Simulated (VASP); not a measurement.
Runs of VASP 6.6.1 on MgS. The structure is that of space group F-43m (No. 216), or close to it. The cells are those of the table. 

```tsv
level	cell	k mesh	smearing	grid for exact exchange (PRECFOCK)	screening parameter	gap on the mesh (eV)	pressure (GPa)	largest force (eV/Å)
r2SCAN	a = 3.986 Å, angles 62.3°, 2 atoms	8 × 8 × 8	gaussian 0.01 eV	-	-	3.71	-2.4	-
PBE	a = 4.025 Å, angles 57.7°, 2 atoms	4 × 4 × 4	gaussian 0.01 eV	-	-	(c)	3.4	0.01
HSE06	a = 4.018 Å, angles 58.4°, 2 atoms	6 × 6 × 6	gaussian 0.01 eV	Normal	0.2079 1/Å	4.54	1.4	-
PBE	a = 4.011 Å, angles 59.2°, 2 atoms	8 × 8 × 8	fermi-dirac 0.02 eV	-	-	3.48	(b)	-
r2SCAN	a = 3.997 Å, angles 60.8°, 2 atoms	8 × 8 × 8	gaussian 0.01 eV	-	-	3.99	-1.0	-
r2SCAN	a = 4.011 Å, angles 59.2°, 2 atoms	8 × 8 × 8	gaussian 0.01 eV	-	-	4.15	0.5	-
PBE	a = 3.997 Å, angles 60.8°, 2 atoms	8 × 8 × 8	fermi-dirac 0.02 eV	-	-	3.33	0.2	0.01
r2SCAN	a = 4.018 Å, angles 58.4°, 2 atoms	8 × 8 × 8	gaussian 0.01 eV	-	-	4.16	(a)	-
PBE	a = 4.025 Å, angles 57.7°, 2 atoms	8 × 8 × 8	fermi-dirac 0.02 eV	-	-	3.48	3.3	0.01
r2SCAN	a = 4.003 Å, angles 60.0°, 2 atoms	8 × 8 × 8	gaussian 0.01 eV	-	-	4.13	-0.3	-
PBE	a = 3.986 Å, angles 62.3°, 2 atoms	8 × 8 × 8	fermi-dirac 0.02 eV	-	-	3.06	-1.2	0.01
PBE	a = 3.993 Å, angles 61.5°, 2 atoms	4 × 4 × 4	gaussian 0.01 eV	-	-	3.19	-0.5	0.01
```

Alike in all rows: task single point; potentials or basis VASP PAW PBE potentials, release 64 (Mg, S); no spin polarisation; cutoff (eV) 520.

Task: Fill in the values left out.

Result: (a) 1.3; (b) 1.7; (c) 3.47.

Caveats: some runs use coarse meshes; the PAW data sets were made with another functional, which shifts forces and pressure a little (some runs).

A k mesh can miss the band edges.
